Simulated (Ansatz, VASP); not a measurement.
**Two plane-wave programs on LiH**

File POSCAR:

```
LiH
1.0
    0.0000000000      2.1036375000      2.0325000000
    2.0325000000      0.0000000000      2.0325000000
    2.0325000000      2.1036375000      0.0000000000
Li H
1 1
Direct
    0.0000000000      0.0000000000      0.0000000000
    0.5000000000      0.5000000000      0.5000000000
```

The input INCAR.step1:

```
SYSTEM = LiH
  PREC = Accurate
  ENCUT = 520
  ISMEAR = 0
  SIGMA = 0.05
  LREAL = .FALSE.
  LASPH = .TRUE.
  NELM = 80
  NBANDS = 9
  GGA = PE
  ALGO = Normal
  EDIFF = 1E-4
  LWAVE = .TRUE.
  LCHARG = .FALSE.
```

Contents of INCAR.step2:

```
SYSTEM = LiH
  PREC = Accurate
  ENCUT = 520
  EDIFF = 1E-6
  ISMEAR = 0
  SIGMA = 0.05
  LREAL = .FALSE.
  LASPH = .TRUE.
  NELM = 80
  ALGO = Normal
  ISIF = 2
  LWAVE = .FALSE.
  LCHARG = .FALSE.
  METAGGA = R2SCAN
  LMIXTAU = .TRUE.
  NBANDS = 9
  ISTART = 1
```

KPOINTS

```
Automatic mesh
0
G
  10 10 10
  0 0 0
```

Input for Ansatz:

```yaml
crystal:
  lattice:
    - [0.0, 2.1036375, 2.0325]
    - [2.0325, 0.0, 2.0325]
    - [2.0325, 2.1036375, 0.0]
  atoms:
    - { symbol: Li, position: [0.0, 0.0, 0.0] }
    - { symbol: H, position: [0.5, 0.5, 0.5] }
basis:
  ecutwfc: 500
kpoints:
  mp_grid: { grid: [10, 10, 10] }
hamiltonian:
  xc: r2scan
scf:
  occupations: { method: gaussian, width: 0.05 }
output:
  forces: true
  stress: true
  eigenvalues: true
```

Change from the starting cell: strain +0.0350 x Voigt [0, 1, 0, 0, 0, 0], atoms carried along.

Alike in both runs: task single point; functional r2SCAN; k mesh 10 × 10 × 10; occupations gaussian, width 0.05 eV; no spin polarisation.

```csv
,VASP,Ansatz
version,VASP 6.6.1,Ansatz 0.2.0
potentials or method,"VASP PAW PBE potentials, release 64 (Li_sv, H), cutoff 520 eV","scalar-relativistic, plane waves, PAW"
valence electrons in the cell,4,4
```

```tsv
	VASP	Ansatz	Ansatz less VASP
gap on the k mesh at the Fermi level (eV)	3.24	3.29	+0.050
least direct gap on the mesh (eV)	3.50	3.56	+0.061
```

VASP's potentials were made for PBE, not for r2SCAN.

Noted on VASP's run: the cutoff is under 1.25 times that of the potentials, so the pressure is a little rough.
